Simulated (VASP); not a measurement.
La2O3:

```xyz
5
Lattice="3.9404 0.0000 0.0000 -1.9702 3.4125 0.0000 0.0000 0.0000 6.1874" Properties=species:S:1:pos:R:3 pbc="T T T"
La    1.9702    1.1375    4.6568
La    0.0000    2.2750    1.5306
O     1.9702    1.1375    2.1946
O     0.0000    2.2750    3.9927
O     0.0000    0.0000    0.0000
```

```yaml
Program: VASP 6.6.1
Task: relaxation of cell and atoms
Functional: PBEsol
Potentials_or_basis: VASP PAW PBE potentials, release 64 (La, O)
Cutoff: 600 eV
k_mesh: 6 × 6 × 4
Occupations: fermi-dirac, width 0.02 eV
Spin: no spin polarisation
```

At the start: pressure -5.0 GPa; volume 16.64 Å³/atom.

Q: How do energy, volume and symmetry change on relaxing?

A: Over 13 steps the energy falls by 11.3 meV/atom and the volume is 15.92 Å³/atom (-4.3 %); space group P-3m1 (No. 164, to 0.05 Å).

Step by step:
```tsv
step	energy change (eV)	largest force (eV/Å)	pressure (GPa)	volume (Å³)
1	0.0000	0.1216	-5.03	83.20
2	0.0075	0.6245	6.02	77.07
3	-0.0501	0.2197	-0.11	80.16
4	-0.0501	0.2269	-0.01	80.10
5	-0.0546	0.0462	0.06	79.81
6	-0.0551	0.0483	0.10	79.67
7	-0.0559	0.0449	-0.10	79.74
8	-0.0561	0.0422	-0.25	79.80
9	-0.0562	0.0556	0.22	79.52
10	-0.0563	0.0341	0.05	79.62
11	-0.0564	0.0132	0.03	79.61
12	-0.0565	0.0063	0.02	79.59
13	-0.0565	0.0012	-0.02	79.62
```

Final structure:
```yaml
crystal:
  lattice:
    - [3.90395, 0.00000, 0.00000]
    - [-1.95198, 3.38092, 0.00000]
    - [0.00000, 0.00000, 6.03228]
  atoms:
    - { symbol: La, position: [0.66667, 0.33333, 0.75474] }
    - { symbol: La, position: [0.33333, 0.66667, 0.24526] }
    - { symbol: O, position: [0.66667, 0.33333, 0.35390] }
    - { symbol: O, position: [0.33333, 0.66667, 0.64610] }
    - { symbol: O, position: [0.00000, 0.00000, 0.00000] }
```

Caveat: the PAW data sets were made with another functional, which shifts forces and pressure a little.
